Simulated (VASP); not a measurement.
Write the native input for VASP 6.6.1 that does the following.

| Property | Result |
| --- | --- |
| Task | single point |
| Functional | PBE |
| Potentials or basis | VASP PAW PBE potentials, release 64 (Li_sv, Nb_sv) |
| Cutoff | 520 eV |
| k mesh | 9 × 9 × 4 |
| Occupations | gaussian, width 0.1 eV |
| Spin | no spin polarisation |
| Dipole correction | no |
| Further INCAR settings | ALGO = Normal; EDIFF = 1e-06; NBANDS = 16 |

The structure of Li2Nb lies in POSCAR:

```
Li2Nb
1.0
    2.7809289600      0.0000000000      0.0000000000
   -1.3904644800      2.4083551200      0.0000000000
    0.0000000000      0.0000000000      5.5885382400
Li Nb
2 1
Direct
    0.0000000000      0.0000000000      0.1605760300
    0.0000000000      0.0000000000      0.8394239700
    0.0000000000      0.0000000000      0.5000000000
```

One way to write it, as run:

INCAR

```
PREC     = Accurate       # precision mode
ENCUT    = 520            # plane-wave cutoff, eV
EDIFF    = 1E-6           # SCF threshold, eV
ISMEAR   = 0              # smearing method
SIGMA    = 0.1            # smearing width, eV
LREAL    = False          # projectors in reciprocal space
LASPH    = True           # aspherical terms in the spheres
NELM     = 100            # most SCF steps
ALGO     = Normal         # electronic algorithm
ISIF     = 2              # what is computed and relaxed
LWAVE    = False          # write WAVECAR
LCHARG   = True           # write CHGCAR
GGA      = PE             # functional
LELF     = True           # ELF
LVHAR    = True         
NBANDS   = 16             # bands
```

KPOINTS

```
regular mesh
0
Gamma
  9 9 4
```

Potentials or basis: VASP PAW PBE potentials, release 64 (Li_sv, Nb_sv).

Command:

```console
$ cat potpaw_PBE.64/Li_sv/POTCAR potpaw_PBE.64/Nb_sv/POTCAR > POTCAR
$ mpirun -np 1 vasp_std > vasp.out
```

Results of the run:

* Largest force: 3.591 eV/Å

Caveat: forces of over 1 eV/Å act on the atoms, so gaps and moduli don't describe the material at rest.

Wall time 11 s on 1 thread of Intel(R) Xeon(R) 6975P-C (Granite Rapids), on a shared host, peak memory 0.17 GiB.
